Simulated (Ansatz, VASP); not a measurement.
# Two plane-wave programs on In

Contents of POSCAR:

```
In
1.0
    3.0437040583      0.0000000000      0.0000000000
    0.0000000000      3.0437040583      0.0000000000
    0.0000000000      0.0000000000      3.0437040583
In
1
Direct
    0.0000000000      0.0000000000      0.0000000000
```

The input INCAR.step1:

```
SYSTEM = In
ALGO = Normal
EDIFF = 1E-4
ENCUT = 520
GGA = PE
GGA_COMPAT = .False.
ISMEAR = -1
LASPH = .True.
LCHARG = .False.
LNONCOLLINEAR = .True.
LREAL = .False.
LSORBIT = .True.
LWAVE = .True.
MAGMOM = 0 0 0
NBANDS = 24
NELM = 150
PREC = Accurate
SIGMA = 0.1
```

Contents of INCAR.step2:

```
SYSTEM = In
ALGO = Normal
EDIFF = 1E-6
ENCUT = 520
GGA_COMPAT = .False.
ISIF = 2
ISMEAR = -1
ISTART = 1
LASPH = .True.
LCHARG = .False.
LMIXTAU = .True.
LNONCOLLINEAR = .True.
LORBIT = 11
LORBMOM = .True.
LREAL = .False.
LSORBIT = .True.
LWAVE = .False.
MAGMOM = 0 0 0
METAGGA = R2SCAN
NBANDS = 24
NELM = 150
PREC = Accurate
SIGMA = 0.1
```

File KPOINTS:

```
k-points
0
Gamma
  10 10 10
  0 0 0
```

Input for Ansatz:

```yaml
crystal:
  lattice:
    - [3.0437040583, 0.0, 0.0]
    - [0.0, 3.0437040583, 0.0]
    - [0.0, 0.0, 3.0437040583]
  atoms:
    - { symbol: In, position: [0.0, 0.0, 0.0] }
hamiltonian:
  xc: r2scan
  pseudopotentials:
    kind: paw_fr
    azcp:
      In: "pseudopotentials/In.paw.azcp"
basis:
  ecutwfc: 500
  fft_grid_basis: typed
kpoints:
  mp_grid: { grid: [10, 10, 10], shift: [0, 0, 0] }
magnetization:
  noncollinear: true
  spin_orbit: true
scf:
  occupations: { method: fermi_dirac, width: 0.1 }
```

Alike in both runs: task single point; functional r2SCAN; k mesh 10 × 10 × 10; occupations fermi-dirac, width 0.1 eV; non-collinear spin, spin-orbit coupling.

```csv
,VASP,Ansatz
version,VASP 6.6.1,Ansatz 0.2.0
potentials or method,"VASP PAW PBE potentials, release 64 (In_d), cutoff 520 eV","plane waves (500 eV) with PAW, fully relativistic with spin-orbit coupling"
valence electrons in the cell,13,13
```

```csv
,VASP,Ansatz,Ansatz less VASP
net moment per atom (μB),0.00,0.00,0.000
```

VASP's potentials were made for PBE, not for r2SCAN. With one functional, cell and mesh, what is left measures potentials, basis and numerics.
